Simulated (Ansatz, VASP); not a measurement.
## InAs in VASP and in Ansatz

Contents of INCAR:

```
ALGO     = Normal         # electronic algorithm
EDIFF    = 1E-7           # SCF threshold, eV
ENCUT    = 520            # plane-wave cutoff, eV
GGA      = PS             # functional
ISIF     = 2              # what is computed and relaxed
ISMEAR   = 0              # smearing method
LASPH    = T              # aspherical terms in the spheres
LCHARG   = F              # write CHGCAR
LREAL    = F              # projectors in reciprocal space
LWAVE    = F              # write WAVECAR
NBANDS   = 16             # bands
NELM     = 80             # most SCF steps
PREC     = Accurate       # precision mode
SIGMA    = 0.15           # smearing width, eV
```

File KPOINTS:

```
k-points
0
Gamma
  12 12 12
```

File POSCAR:

```
InAs
1.0
    0.0000000000      3.0439335352      2.9626605098
    2.9626605098      0.0000000000      2.9626605098
    2.9626605098      3.0439335352      0.0000000000
In As
1 1
Direct
    0.0000000000      0.0000000000      0.0000000000
    0.7500000000      0.7500000000      0.7500000000
```

Input for Ansatz:

```yaml
crystal:
  lattice:
    - [0.0, 3.0439335352, 2.9626605098]
    - [2.9626605098, 0.0, 2.9626605098]
    - [2.9626605098, 3.0439335352, 0.0]
  atoms:
    - { symbol: In, position: [0.0, 0.0, 0.0] }
    - { symbol: As, position: [0.75, 0.75, 0.75] }
basis:
  ecutwfc: 420
kpoints:
  mp_grid: { grid: [12, 12, 12] }
hamiltonian:
  xc: pbesol
  pseudopotentials: { kind: paw, azcp: { folder: soft_1 } }
scf:
  occupations: { method: gaussian, width: 0.15 }
output:
  forces: true
  stress: true
  eigenvalues: true
```

Change from the starting cell: normal strain along x -0.0267, normal strain along y -0.0267.

Alike in both runs: task single point; functional PBEsol; k mesh 12 × 12 × 12; occupations gaussian, width 0.15 eV; no spin polarisation.

```csv
,VASP,Ansatz
version,VASP 6.6.1,Ansatz 0.2.0
potentials or method,"VASP PAW PBE potentials, release 64 (In_d, As), cutoff 520 eV","scalar-relativistic, plane waves, PAW"
valence electrons in the cell,18,28
```

Ansatz gave:

* gap on the k mesh at the Fermi level (eV): none
* pressure (GPa): 3.4
* traceless stress, the component that is largest in VASP (GPa): -0.63

Question: Which values does VASP return?

Answer: gap on the k mesh at the Fermi level (eV): none; pressure (GPa): 3.5; traceless stress, the component that is largest in VASP (GPa): -0.63.

VASP's potentials were made for PBE, not for PBEsol, and Ansatz warns of the same on its side. A gap of «none» marks a metal or a gap that the smearing closes. VASP's potentials hold 18 valence electrons a cell and Ansatz's 28, so a difference there can come from the potentials and not from the codes.
